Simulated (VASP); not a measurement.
# Ga4Ir (Im-3m) in VASP: further runs

Ga4Ir is run at these levels: PBE; tasks: single point, relaxation of cell and atoms.

All numbers are computed with VASP 6.6.1; they aren't measurements. Logs are shortened: lines on timing, memory, paths and dates and some standing lists are left out, and cuts for length are marked.

## Step 1: The cell of the first run

It takes space group Im-3m (No. 229, cubic). The conventional cell has a = 5.790 Å, b = 5.790 Å, c = 5.790 Å, α = 90.00°, β = 90.00°, γ = 90.00°. Within 3.3 Å of Ga (site symmetry -3m) lie 2 Ir at 2.51 Å and 6 Ga at 2.89 Å. Within 3.3 Å of Ir (site symmetry m-3m) lie 8 Ga at 2.51 Å.

The cell was built from a structure type or drawn by symmetry, and may not be a known phase.

## Step 2: Single point, PBE

Contents of INCAR:

```
SYSTEM = Ga4Ir
PREC     = Accurate       ! precision mode
ENCUT    = 520            ! plane-wave cutoff, eV
EDIFF    = 1E-6           ! SCF threshold, eV
ISMEAR   = 0              ! smearing method
SIGMA    = 0.1            ! smearing width, eV
LREAL    = .FALSE.        ! projectors in reciprocal space
LASPH    = .TRUE.         ! aspherical terms in the spheres
NELM     = 100            ! most SCF steps
ALGO     = Normal         ! electronic algorithm
ISIF     = 2              ! what is computed and relaxed
LWAVE    = .FALSE.        ! write WAVECAR
LCHARG   = .FALSE.        ! write CHGCAR
GGA      = PE             ! functional
NBANDS   = 38             ! bands
```

Contents of KPOINTS:

```
Automatic mesh
0
G
  10 10 10
  0 0 0
```

Contents of POSCAR:

```
Ga4Ir
1.0
   -2.8948996948      2.8948996948      2.8948996948
    2.8948996948     -2.8948996948      2.8948996948
    2.8948996948      2.8948996948     -2.8948996948
Ga Ir
4 1
Direct
    0.0000000000      0.0000000000      0.5000000000
    0.5000000000      0.0000000000      0.0000000000
    0.5000000000      0.5000000000      0.5000000000
    0.0000000000      0.5000000000      0.0000000000
    0.0000000000      0.0000000000      0.0000000000
```

Potentials or basis: VASP PAW PBE potentials, release 64 (Ga_d, Ir).

Launch:

```console
$ cat potpaw_PBE.64/Ga_d/POTCAR potpaw_PBE.64/Ir/POTCAR > POTCAR
$ mpirun -np 1 vasp_std > vasp.out
```

OUTCAR:

```text
SYSTEM = Ga4Ir
   PREC = Accurate
   ENCUT = 520
   EDIFF = 1E-6
   ISMEAR = 0
   LREAL = .FALSE.
   LASPH = .TRUE.
   NELM = 100
   ISIF = 2
   GGA = PE

 ion  position               nearest neighbor table
   1  0.000  0.000  0.500-   5 2.51   5 2.51   4 2.89   2 2.89   3 2.89   4 2.89   2 2.89   3 2.89

   2  0.500  0.000  0.000-   5 2.51   5 2.51   4 2.89   1 2.89   3 2.89   3 2.89   1 2.89   4 2.89

   3  0.500  0.500  0.500-   5 2.51   5 2.51   4 2.89   1 2.89   2 2.89   4 2.89   1 2.89   2 2.89

   4  0.000  0.500  0.000-   5 2.51   5 2.51   3 2.89   1 2.89   2 2.89   1 2.89   3 2.89   2 2.89

   5  0.000  0.000  0.000-   1 2.51   2 2.51   3 2.51   4 2.51   1 2.51   4 2.51   2 2.51   3 2.51

  LATTYP: Found a body centered cubic cell.
 ALAT       =     5.7897993896

  Lattice vectors:

 A1 = (  -2.8948996948,   2.8948996948,   2.8948996948)
 A2 = (   2.8948996948,  -2.8948996948,   2.8948996948)
 A3 = (   2.8948996948,   2.8948996948,  -2.8948996948)

Analysis of symmetry for initial positions (statically):
=====================================================================
 Subroutine PRICEL returns:
 Original cell was already a primitive cell.

 Routine SETGRP: Setting up the symmetry group for a
 body centered cubic supercell.

 Subroutine GETGRP returns: Found 48 space group operations
 (whereof 48 operations were pure point group operations)
 out of a pool of 48 trial point group operations.

The static configuration has the point symmetry O_h .

Analysis of symmetry for dynamics (positions and initial velocities):
=====================================================================
 Subroutine PRICEL returns:
 Original cell was already a primitive cell.

 Routine SETGRP: Setting up the symmetry group for a
 body centered cubic supercell.

 Subroutine GETGRP returns: Found 48 space group operations
 (whereof 48 operations were pure point group operations)
 out of a pool of 48 trial point group operations.

The dynamic configuration has the point symmetry O_h .

 Subroutine INISYM returns: Found 48 space group operations
 (whereof 48 operations are pure point group operations),
 and found     1 'primitive' translations

----------------------------------------------------------------------------------------

                                     Primitive cell

  volume of cell :      97.0422

  direct lattice vectors                    reciprocal lattice vectors
    -2.894899695  2.894899695  2.894899695     0.000000000  0.172717556  0.172717556
     2.894899695 -2.894899695  2.894899695     0.172717556  0.000000000  0.172717556
     2.894899695  2.894899695 -2.894899695     0.172717556  0.172717556  0.000000000

  length of vectors
     5.014113354  5.014113354  5.014113354     0.244259510  0.244259510  0.244259510

  position of ions in fractional coordinates (direct lattice)
     0.000000000  0.000000000  0.500000000
     0.500000000  0.000000000  0.000000000
     0.500000000  0.500000000  0.500000000
     0.000000000  0.500000000  0.000000000
     0.000000000  0.000000000  0.000000000

  ion indices of the primitive-cell ions
   primitive index   ion index
                 1           1
                 2           2
                 3           3
                 4           4
                 5           5

----------------------------------------------------------------------------------------

 KPOINTS: Automatic mesh

Automatic generation of k-mesh.
 Grid dimensions read from file:
 generate k-points for:   10   10   10

 Generating k-lattice:

  Cartesian coordinates                     Fractional coordinates (reciprocal lattice)
     0.000000000  0.017271756  0.017271756     0.100000000  0.000000000  0.000000000
     0.017271756  0.000000000  0.017271756     0.000000000  0.100000000  0.000000000
     0.017271756  0.017271756  0.000000000     0.000000000  0.000000000  0.100000000

  Length of vectors
     0.024425951  0.024425951  0.024425951

  Shift w.r.t. Gamma in fractional coordinates (k-lattice)
     0.000000000  0.000000000  0.000000000

 Subroutine IBZKPT returns following result:
 ===========================================

 Found     47 irreducible k-points:

 Following reciprocal coordinates:
            Coordinates               Weight
  0.000000  0.000000  0.000000      1.000000
  0.100000  0.000000  0.000000     12.000000
  0.200000  0.000000  0.000000     12.000000
  0.300000  0.000000  0.000000     12.000000
  0.400000  0.000000  0.000000     12.000000
  0.500000  0.000000  0.000000      6.000000
[... 16 lines left out ...]
  0.300000  0.300000  0.100000      8.000000
 -0.300000  0.300000  0.100000     24.000000
 [... further k-points ...]
   k-points           NKPTS =     47   k-points in BZ     NKDIM =     47   number of bands    NBANDS=     38
   number of dos      NEDOS =    301   number of ions     NIONS =      5
   total plane-waves  NPLWV =  64000
   dimension x,y,z NGX =    40 NGY =   40 NGZ =   40
   dimension x,y,z NGXF=    80 NGYF=   80 NGZF=   80
   ions per type =               4   1
   NGX,Y,Z   is equivalent  to a cutoff of  13.26, 13.26, 13.26 a.u.
   NGXF,Y,Z  is equivalent  to a cutoff of  26.52, 26.52, 26.52 a.u.
 SYSTEM =  Ga4Ir
   PREC   = accura    normal or accurate (medium, high low for compatibility)
   ISTART =      0    job   : 0-new  1-cont  2-samecut
   ICHARG =      2    charge: 1-file 2-atom 10-const
   ISPIN  =      1    spin polarized calculation?
   LNONCOLLINEAR =      F non collinear calculations
   LSORBIT =      F    spin-orbit coupling
   LASPH  =      T    aspherical Exc in radial PAW
   ENCUT  =  520.0 eV  38.22 Ry    6.18 a.u.   9.32  9.32  9.32*2*pi/ulx,y,z
   NELM   =    100;   NELMIN=  2; NELMDL= -5     # of ELM steps
   EDIFF  = 0.1E-05   stopping-criterion for ELM
   LREAL  =      F    real-space projection
   EDIFFG = 0.1E-04   stopping-criterion for IOM
   NSW    =      0    number of steps for IOM
   IBRION =     -1    ionic relax: 0-MD 1-quasi-New 2-CG
   NFREE  =      0    steps in history (QN), initial steepest desc. (CG)
   ISIF   =      2    stress and relaxation
   ISYM   =      2    0-nonsym 1-usesym 2-fastsym
   POTIM  = 0.5000    time-step for ionic-motion
   TEBEG  =    0.0;   TEEND  =   0.0 temperature during run
   PSTRESS=    0.0 pullay stress
   NELECT =      61.0000    total number of electrons
   NUPDOWN=      -1.0000    fix difference up-down
   EMIN   =  10.00;   EMAX   =-10.00  energy-range for DOS
   EFERMI =   0.00;   METHOD = LEGACY
   ISMEAR =     0;   SIGMA  =   0.10  broadening in eV -4-tet -1-fermi 0-gaus
   EFERMI_NEDOS =   21; number of points for ismear=-14 and -15
   IALGO  =     38    algorithm
   IMIX   =      4    mixing-type and parameters
     AMIX     =   0.40;   BMIX     =  1.00
     AMIX_MAG =   1.60;   BMIX_MAG =  1.00
  volume/ion in A,a.u.               =      19.41       130.97
  Fermi-wavevector in a.u.,A,eV,Ry     =   1.402376  2.650107 26.758028  1.966660
  Thomas-Fermi vector in A             =   2.525144
   LORBIT       =      0    0 simple, 1 ext, 2 COOP (PROOUT), +10 PAW based schemes
   GGA     = PE    functional components
   LHFCALC =     F    Hartree Fock is set to
   AEXX    =    0.0000 exact exchange contribution
   IVDW    =     0    specifies the selected vdW correction
   LEPSILON=     F    determine dielectric tensor
   LRPA    =     F    only Hartree local field effects (RPA)
 non-spin polarized calculation
 Gauss-broadening in eV      SIGMA  =   0.10
  energy-cutoff  :      520.00
  volume of cell :       97.04
 maximum number of plane-waves:      2629
 NGX is ok and might be reduce to    40
   NGX = 19   NGY = 19   NGZ = 19

 number of electron      61.0000041 magnetization

 Free energy of the ion-electron system (eV)
  ---------------------------------------------------
  ext. energy  EPLUGINS =         0.00000000
  ---------------------------------------------------
  free energy    TOTEN  =       -20.96195409 eV

  energy without entropy =      -20.94035214  energy(sigma->0) =      -20.95115311

 E-fermi :   5.6478     XC(G=0): -10.9051

 val. band max:        5.6328677549   @ k =   0.5000   0.5000   0.1000
 cond. band min:       5.6572022121   @ k =   0.4000   0.2000   0.0000
 fundamental gap:      0.0243344573
 Fermi energy:         5.6477522915

 k-point     1 :       0.0000    0.0000    0.0000
  band No.  band energies     occupation
      1      -9.8462      2.00000
      2      -9.8462      2.00000
      3      -9.8367      2.00000
      4      -9.7651      2.00000
      5      -9.7651      2.00000
      6      -9.7343      2.00000
[... 30 lines left out ...]
     37      10.1236      0.00000
     38      10.1236      0.00000

 k-point     2 :       0.1000    0.0000    0.0000
  band No.  band energies     occupation
      1      -9.8418      2.00000
      2      -9.8364      2.00000
      3      -9.8278      2.00000
      4      -9.7602      2.00000
      5      -9.7584      2.00000
      6      -9.7345      2.00000
[... 30 lines left out ...]
     37      10.2160      0.00000
     38      10.3646      0.00000

 k-point     3 :       0.2000    0.0000    0.0000
  band No.  band energies     occupation
      1      -9.8296      2.00000
      2      -9.8080      2.00000
      3      -9.8046      2.00000
      4      -9.7458      2.00000
      5      -9.7408      2.00000
      6      -9.7336      2.00000
[... 30 lines left out ...]
     37      10.1790      0.00000
     38      10.8241      0.00000

 k-point     4 :       0.3000    0.0000    0.0000
  band No.  band energies     occupation
      1      -9.8123      2.00000
      2      -9.7781      2.00000
      3      -9.7641      2.00000
      4      -9.7386      2.00000
      5      -9.7226      2.00000
      6      -9.7073      2.00000
[... 30 lines left out ...]
     37       9.7760      0.00000
     38      11.1002      0.00000
[... 703 lines left out ...]
      4      -9.7421      2.00000
      5      -9.7376      2.00000
      6      -9.7296      2.00000
[... 30 lines left out ...]
     37       9.5733      0.00000
     38      11.3883      0.00000

 k-point    23 :       0.3000    0.3000    0.1000
  band No.  band energies     occupation
      1      -9.7024      2.00000
      2      -9.6934      2.00000
      3      -9.6932      2.00000
      4      -9.6932      2.00000
      5      -9.6553      2.00000
      6      -9.6553      2.00000
[... 30 lines left out ...]
     37       9.9475      0.00000
     38      10.4622      0.00000

 k-point    24 :      -0.3000    0.3000    0.1000
  band No.  band energies     occupation
      1      -9.8172      2.00000
      2      -9.7736      2.00000
      3      -9.7523      2.00000
      4      -9.7409      2.00000
      5      -9.7158      2.00000
      6      -9.7132      2.00000
[... 30 lines left out ...]
     37      10.6433      0.00000
     38      11.4171      0.00000

 [... further k-points ...]

------------------------ aborting loop because EDIFF is reached ----------------------------------------

  FORCE on cell =-STRESS in cart. coord.  units (eV):
  Direction    XX          YY          ZZ          XY          YZ          ZX
  --------------------------------------------------------------------------------------
  -------------------------------------------------------------------------------------
  Total        0.1173297      0.1173297      0.1173297      0.0000000     -0.0000000      0.0000000
  in kB        1.9371273      1.9371273      1.9371273      0.0000000     -0.0000000      0.0000000
  external PRESSURE =       1.9371273 kB  Pullay stress =       0.0000000 kB

 VOLUME and BASIS-vectors are now :
 -----------------------------------------------------------------------------
  energy-cutoff  :      520.00
  volume of cell :       97.04
      direct lattice vectors                 reciprocal lattice vectors
    -2.894899695  2.894899695  2.894899695     0.000000000  0.172717556  0.172717556
     2.894899695 -2.894899695  2.894899695     0.172717556  0.000000000  0.172717556
     2.894899695  2.894899695 -2.894899695     0.172717556  0.172717556  0.000000000

 POSITION                                       TOTAL-FORCE (eV/Angst)
 -----------------------------------------------------------------------------------
      1.44745      1.44745     -1.44745        -0.000000      0.000000      0.000000
     -1.44745      1.44745      1.44745         0.000000      0.000000     -0.000000
      1.44745      1.44745      1.44745         0.000000     -0.000000     -0.000000
      1.44745     -1.44745      1.44745        -0.000000     -0.000000      0.000000
      0.00000      0.00000      0.00000         0.000000      0.000000     -0.000000
 -----------------------------------------------------------------------------------
    total drift:                                0.000000     -0.000000      0.000000

  FREE ENERGIE OF THE ION-ELECTRON SYSTEM (eV)
  ---------------------------------------------------
  free  energy   TOTEN  =       -20.9619540871 eV

  energy  without entropy=      -20.9403521415  energy(sigma->0) =      -20.95115311
```

It took 82 s on 1 thread of Intel Xeon 6975P-C (Granite Rapids), shared host; peak memory 0.32 GiB.

Results:

| Quantity | Value |
| --- | --- |
| Free energy | -20.9620 eV |
| Pressure | 0.2 GPa |
| Band gap on the k mesh | zero (an odd number of electrons rules out a gap without spin polarisation) |

Levels at points of the mesh, in eV from the Fermi level:
```tsv
k point	band 27	band 28	band 29	band 30	band 31	band 32	band 33	band 34	band 35	band 36
(0.00, 0.00, 0.00)	-1.99	-1.99	-1.99	-1.15	-1.15	-1.15	1.05	1.05	1.05	1.79
(0.50, 0.00, 0.00)	-3.60	-3.44	-2.33	-0.13	-0.09	0.73	1.94	2.69	3.34	3.91
(0.50, 0.50, 0.50)	-4.48	-4.48	-4.48	-0.75	-0.75	0.69	3.61	3.61	3.61	6.41
```

Caveat: spin-orbit coupling is left out, which moves the levels of the heavy elements.

(Part 1 of 2 ends here.)
